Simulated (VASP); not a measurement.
A run of VASP 6.6.1:

The input INCAR:

```
ALGO     = Normal         # electronic algorithm
EDIFF    = 1E-6           # SCF threshold, eV
ENCUT    = 520            # plane-wave cutoff, eV
GGA      = PE             # functional
ISIF     = 2              # what is computed and relaxed
ISMEAR   = -1             # smearing method
LASPH    = True           # aspherical terms in the spheres
LCHARG   = False          # write CHGCAR
LREAL    = False          # projectors in reciprocal space
LWAVE    = False          # write WAVECAR
NBANDS   = 51             # bands
NELM     = 60             # most SCF steps
PREC     = Accurate       # precision mode
SIGMA    = 0.05           # smearing width, eV
```

Contents of KPOINTS:

```
k-points
0
Gamma
  7 5 5
```

POSCAR

```
BaTiO3
1.0
   -2.8776913415     -1.6614103515     -2.3315356414
    2.8636163640     -4.9596597178     -0.0001357831
   -2.8933142363     -1.6702374633      4.6883490619
Ba Ti O
2 2 6
Direct
    0.0134150331      0.9999870925      1.0049833618
    1.0134550019      0.4999906399      0.5049753328
    0.5276264951      0.9999799823      0.5192311038
    0.5276598107      0.4999869563      0.0192251605
    0.4969402751      0.2446575078      0.7330591811
    0.4969490571      0.7446589284      0.2330611374
    0.4969449212      0.7553653556      0.7330550401
    0.4969630628      0.2553685798      0.2330479073
    0.9863236424     -0.0000026727      0.4883853795
   -0.0136772995      0.5000076302     -0.0116236044
```

Potentials or basis: VASP PAW PBE potentials, release 64 (Ba_sv, Ti_sv, O).

Run with:

```console
$ cat potpaw_PBE.64/Ba_sv/POTCAR potpaw_PBE.64/Ti_sv/POTCAR potpaw_PBE.64/O/POTCAR > POTCAR
$ mpirun -np 1 vasp_std > vasp.out
```

Hardware: 1 thread of Intel(R) Xeon(R) Platinum 8559C (Emerald Rapids), with other jobs on the host.

How long does it take, and how much memory?

It took 6 min on 1 thread of Intel(R) Xeon(R) Platinum 8559C (Emerald Rapids), with other jobs on the host, peak memory 0.59 GiB. Counts: scf iterations 15, k points 88.
